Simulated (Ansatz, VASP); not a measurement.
**Two plane-wave programs on Si4N**

```xyz
5
Lattice="3.8333 0.0000 0.0000 0.0000 3.8333 0.0000 0.0000 0.0000 21.1035" Properties=species:S:1:pos:R:3 pbc="T T T"
Si    0.0000    1.9167    4.0000
Si    0.0000    0.0000    5.3553
Si    1.9167    0.0000    6.7680
Si    1.9167    1.9167    8.1035
N     2.8750    2.3958   10.3035
```

Alike in both runs: task single point; functional PBE; dispersion D3(BJ); k mesh 7 × 7 × 1; occupations gaussian, width 0.05 eV; collinear spin.

|  | VASP | Ansatz |
| --- | --- | --- |
| version | VASP 6.6.1 | Ansatz 0.2.0 |
| potentials or method | VASP PAW PBE potentials, release 64 (Si, N), cutoff 520 eV | scalar-relativistic, plane waves, PAW |
| valence electrons in the cell | 21 | 21 |

Ansatz gave:

- gap on the k mesh at the Fermi level (eV): none
- rms of the force components (eV/Å): 0.859
- net moment per atom (μB): 0.36
- size of the moment on the site where the two differ most (μB): 1.81
- work function, face that differs most (eV): 6.47

Problem. Which values does VASP return?

Solution. gap on the k mesh at the Fermi level (eV): none; rms of the force components (eV/Å): 0.858; net moment per atom (μB): 0.36; size of the moment on the site where the two differ most (μB): 1.41; work function, face that differs most (eV): 6.47.

Site moments also hang on the region over which each program counts them. Atom by atom the forces differ by 0.003 eV/Å (rms over components). A gap of «none» marks a metal or a gap that the smearing closes. Ansatz's warnings: stability check not made.
